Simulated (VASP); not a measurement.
KZn2:

```xyz
3
Lattice="1.8572 1.0723 5.6094 -1.8572 1.0723 5.6094 0.0000 -2.1446 5.6094" Properties=species:S:1:pos:R:3 pbc="T T T"
K     0.0000    0.0000    0.0000
Zn    0.0000    0.0000   12.6211
Zn    0.0000    0.0000    4.2070
```

- Program: VASP 6.6.1
- Task: relaxation of cell and atoms
- Functional: PBE
- Potentials or basis: VASP PAW PBE potentials, release 64 (K_sv, Zn)
- Cutoff: 600 eV
- k mesh: 6 × 6 × 6
- Occupations: gaussian, width 0.1 eV
- Spin: no spin polarisation

At the start: pressure 21.6 GPa; volume 22.34 Å³/atom.

Problem. How do energy, volume and symmetry change on relaxing?

Solution. Over 28 steps the energy falls by 1353.8 meV/atom and the volume is 32.78 Å³/atom (+46.7 %); space group R-3m (No. 166, to 0.1 Å) before and after.

Step by step:
```csv
step,energy change (eV),largest force (eV/Å),pressure (GPa),volume (Å³)
1,0.0000,3.3063,21.64,67.03
2,-2.7448,1.0966,2.81,100.68
3,-2.9725,0.7939,0.93,112.35
4,-3.0714,0.4099,-0.85,138.28
5,-3.0792,0.4763,-0.62,132.14
6,-3.0787,0.5051,-0.52,129.93
7,-3.1229,0.5329,-0.52,127.38
8,-3.2632,0.6181,-0.50,119.85
9,-3.5305,0.6904,-0.02,105.28
10,-2.9018,0.6961,6.97,78.05
11,-3.4959,0.7236,0.65,100.09
12,-3.4923,0.3972,2.45,88.86
13,-3.5329,0.6034,1.48,93.68
14,-3.5839,0.5002,1.34,93.90
15,-3.6689,0.1778,1.08,94.54
16,-3.7732,0.1675,0.46,97.29
17,-3.9628,0.0860,-0.95,105.24
18,-3.8851,0.0618,-1.56,119.90
19,-3.9937,0.0048,-1.38,110.31
20,-4.0444,0.0551,-0.55,104.11
21,-4.0444,0.0550,-0.55,104.11
22,-4.0546,0.0625,-0.23,101.42
23,-4.0567,0.0715,-0.05,99.93
24,-4.0567,0.0738,-0.01,99.60
25,-4.0580,0.0672,0.02,99.29
26,-4.0603,0.0466,0.13,98.37
27,-4.0606,0.0371,0.17,97.95
28,-4.0615,0.0202,0.06,98.35
```

Final structure:
```
CELL_PARAMETERS angstrom
2.14729 1.23974 6.15721
-2.14729 1.23974 6.15721
0.00000 -2.47948 6.15721
ATOMIC_POSITIONS crystal
K 0.00000 0.00000 0.00000
Zn 0.81332 0.81332 0.81332
Zn 0.18668 0.18668 0.18668
```

Caveat: the volume moved by over 15 % at a fixed basis, so the end points are rough.
